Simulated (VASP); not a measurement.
# PrPb5 (F-43m) in VASP: further runs

PrPb5 is run at these levels: PBE; tasks: single point, relaxation of cell and atoms.

Everything below comes from runs of VASP 6.6.1. Logs are shortened: lines on timing, memory, paths and dates and some standing lists are left out, and cuts for length are marked.

### 1 The cell of the first run

It takes space group F-43m (No. 216, cubic). Conventional cell: a = 9.205 Å, b = 9.205 Å, c = 9.205 Å, α = 90.00°, β = 90.00°, γ = 90.00°. Within 5.0 Å of Pr (site symmetry -43m) lie 16 Pb at 3.82 to 3.99 Å. Within 4.3 Å of Pb (site symmetry 3m) lie 9 Pb at 3.25 to 3.82 Å and 3 Pr at 3.82 Å. Pb (site symmetry -43m) has 12 Pb at 3.82 Å and 4 Pr at 3.99 Å within 5.0 Å.

The cell was built from a structure type or drawn by symmetry, and may not be a known phase.

### 2 Single point, PBE

Input file INCAR:

```
SYSTEM = PrPb5
  PREC = Accurate
  ENCUT = 500
  EDIFF = 1E-6
  ISMEAR = 0
  SIGMA = 0.1
  LREAL = .FALSE.
  LASPH = .TRUE.
  NELM = 200
  ALGO = Normal
  ISIF = 2
  LWAVE = .FALSE.
  LCHARG = .FALSE.
  GGA = PE
  NBANDS = 50
  GGA_COMPAT = .FALSE.
  LMAXMIX = 6
```

Input file KPOINTS:

```
Automatic mesh
0
G
  4 4 4
  0 0 0
```

Input file POSCAR:

```
PrPb5
1.0
    0.0000000000      4.6022970448      4.6022970448
    4.6022970448      0.0000000000      4.6022970448
    4.6022970448      4.6022970448      0.0000000000
Pr Pb
1 5
Direct
    0.5000000000      0.5000000000      0.5000000000
    0.1249866298      0.6250401105      0.1249866298
    0.1249866298      0.1249866298      0.1249866298
    0.6250401105      0.1249866298      0.1249866298
    0.1249866298      0.1249866298      0.6250401105
    0.7500000000      0.7500000000      0.7500000000
```

Potentials or basis: VASP PAW PBE potentials, release 64 (Pr_3, Pb_d), 4f in core.

The run is started by

```sh
> cat potpaw_PBE.64/Pr_3/POTCAR potpaw_PBE.64/Pb_d/POTCAR > POTCAR
> mpirun -np 1 vasp_std > vasp.out
```

OUTCAR:

```text
SYSTEM = PrPb5
   PREC = Accurate
   ENCUT = 500
   EDIFF = 1E-6
   ISMEAR = 0
   LREAL = .FALSE.
   LASPH = .TRUE.
   NELM = 200
   ISIF = 2
   GGA = PE

 ion  position               nearest neighbor table
   1  0.500  0.500  0.500-   2 3.82   5 3.82   4 3.82   5 3.82   2 3.82   4 3.82   3 3.82   3 3.82
                             3 3.82   2 3.82   4 3.82   5 3.82   6 3.99   6 3.99   6 3.99   6 3.99
   2  0.125  0.625  0.125-   3 3.25   4 3.25   5 3.25   4 3.25   5 3.25   3 3.25   6 3.82   6 3.82
                             6 3.82   1 3.82   1 3.82   1 3.82
   3  0.125  0.125  0.125-   2 3.25   4 3.25   5 3.25   4 3.25   2 3.25   5 3.25   6 3.82   6 3.82
                             6 3.82   1 3.82   1 3.82   1 3.82
   4  0.625  0.125  0.125-   2 3.25   3 3.25   5 3.25   2 3.25   5 3.25   3 3.25   6 3.82   6 3.82
                             6 3.82   1 3.82   1 3.82   1 3.82
   5  0.125  0.125  0.625-   2 3.25   3 3.25   4 3.25   2 3.25   4 3.25   3 3.25   6 3.82   6 3.82
                             6 3.82   1 3.82   1 3.82   1 3.82
   6  0.750  0.750  0.750-   2 3.82   4 3.82   5 3.82   3 3.82   3 3.82   3 3.82   2 3.82   4 3.82
                             5 3.82   2 3.82   4 3.82   5 3.82   1 3.99   1 3.99   1 3.99   1 3.99

  LATTYP: Found a face centered cubic cell.
 ALAT       =     9.2045940896

  Lattice vectors:

 A1 = (   0.0000000000,   4.6022970448,   4.6022970448)
 A2 = (   4.6022970448,   0.0000000000,   4.6022970448)
 A3 = (   4.6022970448,   4.6022970448,   0.0000000000)

Analysis of symmetry for initial positions (statically):
=====================================================================
 Subroutine PRICEL returns:
 Original cell was already a primitive cell.

 Routine SETGRP: Setting up the symmetry group for a
 face centered cubic supercell.

 Subroutine GETGRP returns: Found 24 space group operations
 (whereof 24 operations were pure point group operations)
 out of a pool of 48 trial point group operations.

The static configuration has the point symmetry T_d .

Analysis of symmetry for dynamics (positions and initial velocities):
=====================================================================
 Subroutine PRICEL returns:
 Original cell was already a primitive cell.

 Routine SETGRP: Setting up the symmetry group for a
 face centered cubic supercell.

 Subroutine GETGRP returns: Found 24 space group operations
 (whereof 24 operations were pure point group operations)
 out of a pool of 48 trial point group operations.

The dynamic configuration has the point symmetry T_d .

 Subroutine INISYM returns: Found 24 space group operations
[... 86 lines left out ...]
   ENCUT  =  500.0 eV  36.75 Ry    6.06 a.u.  11.87 11.87 11.87*2*pi/ulx,y,z
   NELM   =    200;   NELMIN=  2; NELMDL= -5     # of ELM steps
   EDIFF  = 0.1E-05   stopping-criterion for ELM
   LREAL  =      F    real-space projection
[... 7 lines left out ...]
   TEBEG  =    0.0;   TEEND  =   0.0 temperature during run
   PSTRESS=    0.0 pullay stress
   NELECT =      81.0000    total number of electrons
   NUPDOWN=      -1.0000    fix difference up-down
   EMIN   =  10.00;   EMAX   =-10.00  energy-range for DOS
   EFERMI =   0.00;   METHOD = LEGACY
   ISMEAR =     0;   SIGMA  =   0.10  broadening in eV -4-tet -1-fermi 0-gaus
   EFERMI_NEDOS =   21; number of points for ismear=-14 and -15
   IALGO  =     38    algorithm
   IMIX   =      4    mixing-type and parameters
     AMIX     =   0.40;   BMIX     =  1.00
     AMIX_MAG =   1.60;   BMIX_MAG =  1.00
  volume/ion in A,a.u.               =      32.49       219.28
  Fermi-wavevector in a.u.,A,eV,Ry     =   1.221570  2.308433 20.303082  1.492234
  Thomas-Fermi vector in A             =   2.356748
   LORBIT       =      0    0 simple, 1 ext, 2 COOP (PROOUT), +10 PAW based schemes
   GGA     = PE    functional components
   LHFCALC =     F    Hartree Fock is set to
   AEXX    =    0.0000 exact exchange contribution
   IVDW    =     0    specifies the selected vdW correction
   LEPSILON=     F    determine dielectric tensor
   LRPA    =     F    only Hartree local field effects (RPA)
 non-spin polarized calculation
 Gauss-broadening in eV      SIGMA  =   0.10
  energy-cutoff  :      500.00
  volume of cell :      194.96
 maximum number of plane-waves:      4988
   NGX = 23   NGY = 23   NGZ = 23

 number of electron      80.9999986 magnetization

 Free energy of the ion-electron system (eV)
  ---------------------------------------------------
  ext. energy  EPLUGINS =         0.00000000
  ---------------------------------------------------
  free energy    TOTEN  =       -22.80131841 eV

  energy without entropy =      -22.77378510  energy(sigma->0) =      -22.78755175

 E-fermi :   6.3082     XC(G=0):  -9.8773

 val. band max:        6.3036041215   @ k =   0.5000   0.5000   0.0000
 cond. band min:       6.3653201479   @ k =   0.5000   0.5000   0.0000
 fundamental gap:      0.0617160264
 Fermi energy:         6.3081607322

 k-point     1 :       0.0000    0.0000    0.0000
  band No.  band energies     occupation
      1     -31.0401      2.00000
      2     -12.9417      2.00000
      3     -12.9417      2.00000
      4     -12.9417      2.00000
      5     -11.0985      2.00000
      6     -10.9207      2.00000
[... 413 lines left out ...]
     49       9.4708      0.00000
     50       9.5872      0.00000

------------------------ aborting loop because EDIFF is reached ----------------------------------------

  FORCE on cell =-STRESS in cart. coord.  units (eV):
  Direction    XX          YY          ZZ          XY          YZ          ZX
  --------------------------------------------------------------------------------------
  -------------------------------------------------------------------------------------
  Total        0.3582103      0.3582103      0.3582103      0.0000000      0.0000000      0.0000000
  in kB        2.9437078      2.9437078      2.9437078      0.0000000      0.0000000      0.0000000
  external PRESSURE =       2.9437078 kB  Pullay stress =       0.0000000 kB

 VOLUME and BASIS-vectors are now :
 -----------------------------------------------------------------------------
  energy-cutoff  :      500.00
  volume of cell :      194.96
      direct lattice vectors                 reciprocal lattice vectors
     0.000000000  4.602297045  4.602297045    -0.108641401  0.108641401  0.108641401
     4.602297045  0.000000000  4.602297045     0.108641401 -0.108641401  0.108641401
     4.602297045  4.602297045  0.000000000     0.108641401  0.108641401 -0.108641401

 POSITION                                       TOTAL-FORCE (eV/Angst)
 -----------------------------------------------------------------------------------
      4.60230      4.60230      4.60230         0.000000     -0.000000     -0.000000
      3.45185      1.15045      3.45185         0.041828     -0.041828      0.041828
      1.15045      1.15045      1.15045        -0.041828     -0.041828     -0.041828
      1.15045      3.45185      3.45185        -0.041828      0.041828      0.041828
      3.45185      3.45185      1.15045         0.041828      0.041828     -0.041828
      6.90345      6.90345      6.90345         0.000000      0.000000      0.000000
 -----------------------------------------------------------------------------------
    total drift:                                0.000001      0.000001      0.000001

  FREE ENERGIE OF THE ION-ELECTRON SYSTEM (eV)
  ---------------------------------------------------
  free  energy   TOTEN  =       -22.8013184096 eV

  energy  without entropy=      -22.7737850995  energy(sigma->0) =      -22.78755175
```

stdout:

```text
POSCAR found type information on POSCAR PrPb
 POSCAR found :  2 types and       6 ions
 scaLAPACK will be used
 LDA part: xc-table for (Slater+PW92), standard interpolation
 POSCAR, INCAR and KPOINTS ok, starting setup
 FFT: planning ... GRIDC
 FFT: planning ... GRID_SOFT
 FFT: planning ... GRID
 WAVECAR not read
 entering main loop
```

It took 46 s on 1 thread of Intel Xeon 6975P-C (Granite Rapids), shared host; peak memory 0.33 GiB.

Results:

```yaml
Free_energy: -22.8013 eV
Pressure: 0.3 GPa
Band_gap_on_the_k_mesh: zero (an odd number of electrons rules out a gap without spin polarisation)
```

Levels at points of the mesh, in eV from the Fermi level:
| k point | band 36 | band 37 | band 38 | band 39 | band 40 | band 41 | band 42 | band 43 | band 44 | band 45 |
| --- | --- | --- | --- | --- | --- | --- | --- | --- | --- | --- |
| (0.00, 0.00, 0.00) | -3.18 | -3.18 | -3.18 | -1.89 | -1.89 | 0.41 | 0.41 | 0.41 | 1.98 | 2.59 |
| (0.50, 0.00, 0.00) | -2.73 | -2.73 | -0.91 | -0.91 | -0.39 | 0.21 | 0.21 | 0.75 | 1.62 | 1.88 |
| (0.50, 0.50, 0.00) | -1.76 | -1.08 | -1.08 | -0.53 | 0.00 | 0.06 | 0.06 | 0.84 | 0.94 | 0.95 |

Caveat: spin-orbit coupling is left out, which moves the levels of the heavy elements; the 4f electrons are frozen in the core, so they carry no moment and show no levels. Spin polarisation is off, so any magnetic state and its effect on volume and gap are missing.

### 3 Relaxation of cell and atoms, PBE

This run uses another cell than the first one, of 28.84 Å³/atom.

Input file INCAR:

```
  ALGO = Normal
  EDIFF = 1E-7
  EDIFFG = -0.08
  ENCUT = 500
  GGA = PE
  GGA_COMPAT = F
  IBRION = 2
  ISIF = 3
  ISMEAR = 0
  LASPH = T
  LCHARG = F
  LMAXMIX = 6
  LREAL = F
  LWAVE = F
  NELM = 200
  NELMIN = 4
  NSW = 36
  PREC = Accurate
  SIGMA = 0.2
```

Input file KPOINTS:

```
k-points
0
Gamma
  3 3 3
```

Input file POSCAR:

```
PrPb5
1.0
    0.0000000000      4.4230876400      4.4230876400
    4.4230876400      0.0000000000      4.4230876400
    4.4230876400      4.4230876400      0.0000000000
Pr Pb
1 5
Direct
    0.0000000000      0.0000000000      0.0000000000
    0.2500000000      0.2500000000      0.2500000000
    0.1283094900      0.6238968400      0.6238968400
    0.6238968400      0.6238968400      0.6238968400
    0.6238968400      0.6238968400      0.1283094900
    0.6238968400      0.1283094900      0.6238968400
```

Potentials or basis: VASP PAW PBE potentials, release 64 (Pr_3, Pb_d), 4f in core.

The run is started by

```sh
> cat potpaw_PBE.64/Pr_3/POTCAR potpaw_PBE.64/Pb_d/POTCAR > POTCAR
> mpirun -np 1 vasp_std > vasp.out
```

Wall time 1.9 min (1 thread of Intel Xeon 6975P-C (Granite Rapids), shared host); peak memory 0.34 GiB.

Results (log left out):

```
Free energy                           : -23.4728 eV
Relaxed volume                        : 32.48 Å³/atom
Relaxed cell                          : a = 6.508 Å, b = 6.508 Å, c = 6.508 Å, α = 60.00°, β = 60.00°, γ = 60.00°
Space group after relaxing (to 0.1 Å) : F-43m (No. 216)
Energy gained by relaxing             : 67.7 meV/atom
Ionic steps                           : 5
Pressure after relaxing               : -0.1 GPa
Largest force after relaxing          : 0.037 eV/Å
Band gap on the k mesh                : zero (an odd number of electrons rules out a gap without spin polarisation)
```

Forces in eV/Å, atoms in the order of the input:
```
Pr   0.000  0.000  0.000
Pb   0.000  0.000  0.000
Pb   0.021 -0.021 -0.021
Pb   0.021  0.021  0.021
Pb  -0.021 -0.021  0.021
Pb  -0.021  0.021 -0.021
```

The path:
```csv
step,energy change (eV),largest force (eV/Å),pressure (GPa),volume (Å³)
1,0.0000,0.4041,6.53,173.06
2,-0.3474,0.0395,-1.86,204.20
3,-0.4046,0.1011,-0.01,194.57
4,-0.4046,0.0974,-0.11,195.02
5,-0.4059,0.0369,-0.08,194.87
```

Final structure:
```
CELL_PARAMETERS angstrom
0.00000 4.60156 4.60156
4.60156 0.00000 4.60156
4.60156 4.60156 0.00000
ATOMIC_POSITIONS crystal
Pr 0.00000 0.00000 0.00000
Pb 0.25000 0.25000 0.25000
Pb 0.12463 0.62512 0.62512
Pb 0.62512 0.62512 0.62512
Pb 0.62512 0.62512 0.12463
Pb 0.62512 0.12463 0.62512
```

Levels at points of the mesh, in eV from the Fermi level:
```
           k point  band 38  band 39  band 40  band 41  band 42  band 43
(0.00, 0.00, 0.00)    -3.10    -1.84    -1.84     0.42     0.42     0.42
```

Caveat: the k points lie up to 0.39 Å⁻¹ apart in the final cell, too coarse for converged energies and pressures of a metal; spin-orbit coupling is left out, which moves the levels of the heavy elements; the 4f electrons are frozen in the core, so they carry no moment and show no levels; the relaxation stopped at a loose force limit of 0.08 eV/Å, so its end isn't a converged minimum.

### 4 Relaxation of cell and atoms, PBE

This run uses another cell than the first one, of 29.27 Å³/atom.

Input file INCAR:

```
SYSTEM = PrPb5
ALGO     = Normal         ! electronic algorithm
EDIFF    = 1E-7           ! SCF threshold, eV
EDIFFG   = -0.08          ! ionic threshold
ENCUT    = 500            ! plane-wave cutoff, eV
GGA      = PE             ! functional
GGA_COMPAT= .FALSE.      
IBRION   = 2              ! ionic algorithm
ISIF     = 3              ! what is computed and relaxed
ISMEAR   = 0              ! smearing method
LASPH    = .TRUE.         ! aspherical terms in the spheres
LCHARG   = .FALSE.        ! write CHGCAR
LMAXMIX  = 6              ! l up to which the mixer works
LREAL    = .FALSE.        ! projectors in reciprocal space
LWAVE    = .FALSE.        ! write WAVECAR
NELM     = 200            ! most SCF steps
NELMIN   = 4            
NSW      = 36             ! ionic steps
PREC     = Accurate       ! precision mode
SIGMA    = 0.2            ! smearing width, eV
```

Input file KPOINTS:

```
k-points
0
G
  3 3 3
  0 0 0
```

Input file POSCAR:

```
PrPb5
1.0
    0.0000000000      4.4448719500      4.4448719500
    4.4448719500      0.0000000000      4.4448719500
    4.4448719500      4.4448719500      0.0000000000
Pr Pb
1 5
Direct
    0.0000000000      0.0000000000      0.0000000000
    0.3752183100      0.8743450600      0.3752183100
    0.3752183100      0.3752183100      0.3752183100
    0.7500000000      0.7500000000      0.7500000000
    0.8743450600      0.3752183100      0.3752183100
    0.3752183100      0.3752183100      0.8743450600
```

Potentials or basis: VASP PAW PBE potentials, release 64 (Pr_3, Pb_d), 4f in core.

The run is started by

```sh
> cat potpaw_PBE.64/Pr_3/POTCAR potpaw_PBE.64/Pb_d/POTCAR > POTCAR
> mpirun -np 1 vasp_std > vasp.out
```

OUTCAR:

```text
SYSTEM = PrPb5
   EDIFF = 1E-7
   EDIFFG = -0.08
   ENCUT = 500
   GGA = PE
   IBRION = 2
   ISIF = 3
   ISMEAR = 0
   LASPH = .TRUE.
   LREAL = .FALSE.
   NELM = 200
   NELMIN = 4
   NSW = 36
   PREC = Accurate

 ion  position               nearest neighbor table
   1  0.000  0.000  0.000-   2 3.69   5 3.69   6 3.69   3 3.69   3 3.69   3 3.69   2 3.69   5 3.69
                             6 3.69   2 3.69   5 3.69   6 3.69   4 3.85   4 3.85   4 3.85   4 3.85
   2  0.375  0.874  0.375-   3 3.14   5 3.14   6 3.14   6 3.15   3 3.15   5 3.15   4 3.68   4 3.68
                             4 3.68   1 3.69   1 3.69   1 3.69
   3  0.375  0.375  0.375-   2 3.14   5 3.14   6 3.14   6 3.15   2 3.15   5 3.15   4 3.68   4 3.68
                             4 3.68   1 3.69   1 3.69   1 3.69
   4  0.750  0.750  0.750-   2 3.68   6 3.68   5 3.68   6 3.68   2 3.68   5 3.68   3 3.68   3 3.68
                             3 3.68   2 3.68   5 3.68   6 3.68   1 3.85   1 3.85   1 3.85   1 3.85
   5  0.874  0.375  0.375-   2 3.14   3 3.14   6 3.14   3 3.15   6 3.15   2 3.15   4 3.68   4 3.68
                             4 3.68   1 3.69   1 3.69   1 3.69
[... 187 lines left out ...]
      2     -11.8558      2.00000
      3     -11.8558      2.00000
      4     -11.8558      2.00000
      5     -10.1871      2.00000
      6      -9.9494      2.00000
[... 272 lines left out ...]
--------------------------------------- Ionic step        3  -------------------------------------------

 number of electron      80.9999989 magnetization

 Free energy of the ion-electron system (eV)
  ---------------------------------------------------
  ext. energy  EPLUGINS =         0.00000000
  ---------------------------------------------------
  free energy    TOTEN  =       -23.47309534 eV

  energy without entropy =      -23.39404847  energy(sigma->0) =      -23.43357190

 E-fermi :   6.2744     XC(G=0):  -9.8907

 val. band max:        6.2166506299   @ k =   0.3333   0.0000   0.0000
 cond. band min:       6.6288012876   @ k =   0.3333   0.0000   0.0000
 fundamental gap:      0.4121506576
 Fermi energy:         6.2744217809

 k-point     1 :       0.0000    0.0000    0.0000
  band No.  band energies     occupation
      1     -31.2207      2.00000
      2     -13.1084      2.00000
      3     -13.1084      2.00000
      4     -13.1084      2.00000
      5     -10.9650      2.00000
      6     -10.7999      2.00000
[... 226 lines left out ...]
  FREE ENERGIE OF THE ION-ELECTRON SYSTEM (eV)
  ---------------------------------------------------
  free  energy   TOTEN  =       -23.4730953377 eV

  energy  without entropy=      -23.3940484694  energy(sigma->0) =      -23.43357190

 reached required accuracy - stopping structural energy minimisation
```

It took 67 s on 1 thread of Intel Xeon 6975P-C (Granite Rapids), shared host; peak memory 0.33 GiB.

Results:

```
Free energy                           : -23.4731 eV
Relaxed volume                        : 32.41 Å³/atom
Relaxed cell                          : a = 6.503 Å, b = 6.503 Å, c = 6.503 Å, α = 60.00°, β = 60.00°, γ = 60.00°
Space group after relaxing (to 0.1 Å) : F-43m (No. 216)
Energy gained by relaxing             : 49.2 meV/atom
Ionic steps                           : 3
Pressure after relaxing               : 0.0 GPa
Largest force after relaxing          : 0.049 eV/Å
Band gap on the k mesh                : zero (an odd number of electrons rules out a gap without spin polarisation)
```

Forces on the atoms (eV/Å):
```
Pr   0.000  0.000  0.000
Pb   0.029 -0.029  0.029
Pb  -0.029 -0.029 -0.029
Pb   0.000  0.000  0.000
Pb  -0.029  0.029  0.029
Pb   0.029  0.029 -0.029
```

The path:
```
step  energy change (eV)  largest force (eV/Å)  pressure (GPa)  volume (Å³)
   1              0.0000                0.1229            5.48       175.63
   2             -0.2560                0.0375           -1.54       202.34
   3             -0.2949                0.0494            0.02       194.44
```

Final structure:
```
Pr Pb
1.0
     0.00000    4.59815    4.59815
     4.59815    0.00000    4.59815
     4.59815    4.59815    0.00000
Pr Pb
1 5
Cartesian
  0.0000 0.0000 0.0000
  5.7483 3.4480 5.7483
  3.4480 3.4480 3.4480
  6.8972 6.8972 6.8972
  3.4480 5.7483 5.7483
  5.7483 5.7483 3.4480
```

Caveat: the k points lie up to 0.39 Å⁻¹ apart in the final cell, too coarse for converged energies and pressures of a metal; spin-orbit coupling is left out, which moves the levels of the heavy elements; the 4f electrons are frozen in the core, so they carry no moment and show no levels; the relaxation stopped at a loose force limit of 0.08 eV/Å, so its end isn't a converged minimum. Spin polarisation is off, so any magnetic state and its effect on volume and gap are missing.

[end of part 1 of 2]
